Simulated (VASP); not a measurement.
TiC:

```
CELL_PARAMETERS angstrom
0.00000 2.16400 2.16400
2.16400 0.00000 2.16400
2.16400 2.16400 0.00000
ATOMIC_POSITIONS crystal
Ti 0.00000 0.00000 0.00000
C 0.50000 0.50000 0.50000
```

Base run:

```yaml
Program: VASP 6.6.1
Functional: PBEsol
Potentials_or_basis: VASP PAW PBE potentials, release 64 (Ti_sv, C)
Cutoff: 520 eV
k_mesh: 16 × 16 × 16
Occupations: fermi-dirac, width 0.03 eV
Spin: no spin polarisation
```

Its results: band gap on the k mesh zero (bands 8 and 9 overlap by 1.07 eV); pressure -5.9 GPa.

Question: The run is repeated on the same cell with these changes: functional from PBEsol to r2SCAN. What comes out?

Answer: Band gap on the k mesh zero (bands 8 and 9 overlap by 1.32 eV); pressure 0.9 GPa.

Caveats: the PAW data sets were made with another functional, which shifts forces and pressure a little; the cell stands under tension (at least some runs).
